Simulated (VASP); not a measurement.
## Ta3N: single point with PBEsol

The system is Ta3N.

```
CELL_PARAMETERS angstrom
3.01527 0.00000 0.00000
-1.50764 2.61130 0.00000
0.00000 0.00000 6.80490
ATOMIC_POSITIONS crystal
Ta 0.00000 0.00000 0.49426
Ta 0.33333 0.66667 0.17044
Ta 0.66667 0.33333 0.82156
N 0.00000 0.00000 0.01374
```

This cell differs from its parent crystal: strained and its atoms moved.

```
Program                : VASP 6.6.1
Task                   : single point
Functional             : PBEsol
Potentials or basis    : VASP PAW PBE potentials, release 64 (Ta_pv, N)
Cutoff                 : 520 eV
k mesh                 : 15 × 15 × 6
Occupations            : gaussian, width 0.1 eV
Spin                   : no spin polarisation
Dipole correction      : no
Further INCAR settings : ALGO = Normal; EDIFF = 1e-07; NBANDS = 27
```

```json
{"Pressure": "26.9 GPa", "Largest force": "2.407 eV/Å", "Band gap on the k mesh": "zero (band 19 reaches 8.06 eV, above the bottom of band 20 at 7.06 eV)"}
```

Forces in eV/Å, atoms in the order of the input:
```
Ta   0.000  0.000  0.744
Ta   0.000  0.000  0.697
Ta   0.000  0.000  0.966
N    0.000  0.000 -2.407
```

Stress tensor (GPa, compression positive):
```
22.40  0.00  0.00
 0.00 22.40  0.00
 0.00  0.00 36.00
```

Levels at points of the mesh, in eV from the Fermi level:
```
           k point  band 15  band 16  band 17  band 18  band 19  band 20  band 21  band 22  band 23  band 24
(0.00, 0.00, 0.00)    -3.46    -1.14    -1.14    -0.51    -0.15    -0.15     0.42     1.75     2.22     2.22
(0.00, 0.00, 0.50)    -3.11    -1.03    -0.64    -0.64    -0.48     0.24     0.24     1.09     1.09     1.62
```

It took 2.2 min on 1 thread of Intel(R) Xeon(R) Platinum 8488C (Sapphire Rapids), on a shared host, peak memory 0.31 GiB.

Caveat: the cell differs from its parent crystal (strained and its atoms moved); the PAW data sets were made with another functional, which shifts forces and pressure a little; spin-orbit coupling is left out, which moves the levels of the heavy elements.
